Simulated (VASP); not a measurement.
Set up this calculation in VASP 6.6.1, as the native input.

| Property | Result |
| --- | --- |
| Task | single point |
| Functional | PBEsol |
| Potentials or basis | VASP PAW PBE potentials, release 64 (Ti_sv, C) |
| Cutoff | 520 eV |
| k mesh | 18 × 18 × 18 |
| Occupations | gaussian, width 0.15 eV |
| Spin | no spin polarisation |
| Dipole correction | no |
| Further INCAR settings | ALGO = Normal; EDIFF = 1e-07; NBANDS = 15 |

The structure of TiC lies in POSCAR:

```
TiC
1.0
    0.0000000000      2.1640000000      2.1640000000
    2.1640000000      0.0000000000      2.1640000000
    2.1640000000      2.1640000000      0.0000000000
Ti C
1 1
Direct
   -0.0057763401     -0.0057763401      0.0057763401
    0.5000000000      0.5000000000      0.5000000000
```

This cell differs from its parent crystal: all Ti atoms moved +0.025 Å, as atom 1 towards its neighbour atom 2 (C) at 2.164 Å.

One way to write it, as run:

INCAR

```
SYSTEM = TiC
PREC     = Accurate       ! precision mode
ENCUT    = 520            ! plane-wave cutoff, eV
EDIFF    = 1E-7           ! SCF threshold, eV
ISMEAR   = 0              ! smearing method
SIGMA    = 0.15           ! smearing width, eV
LREAL    = .False.        ! projectors in reciprocal space
LASPH    = .True.         ! aspherical terms in the spheres
NELM     = 100            ! most SCF steps
ALGO     = Normal         ! electronic algorithm
ISIF     = 2              ! what is computed and relaxed
LWAVE    = .False.        ! write WAVECAR
LCHARG   = .False.        ! write CHGCAR
GGA      = PS             ! functional
NBANDS   = 15             ! bands
```

KPOINTS

```
Automatic mesh
0
Gamma
  18 18 18
  0 0 0
```

Potentials or basis: VASP PAW PBE potentials, release 64 (Ti_sv, C).

Launch:

```bash
$ cat potpaw_PBE.64/Ti_sv/POTCAR potpaw_PBE.64/C/POTCAR > POTCAR
$ mpirun -np 1 vasp_std > vasp.out
```

It gave:

- Pressure: -5.8 GPa
- Largest force: 0.235 eV/Å
- Band gap on the k mesh: zero (bands 8 and 9 overlap by 1.08 eV)

Caveat: the cell differs from its parent crystal (all Ti atoms moved +0.025 Å, as atom 1 towards its neighbour atom 2 (C) at 2.164 Å); the cell stands under tension; the PAW data sets were made with another functional, which shifts forces and pressure a little.

Run time: 110 s on 1 thread of AMD EPYC 7R13 Processor (Zen 3), on a shared host, peak memory 0.23 GiB.
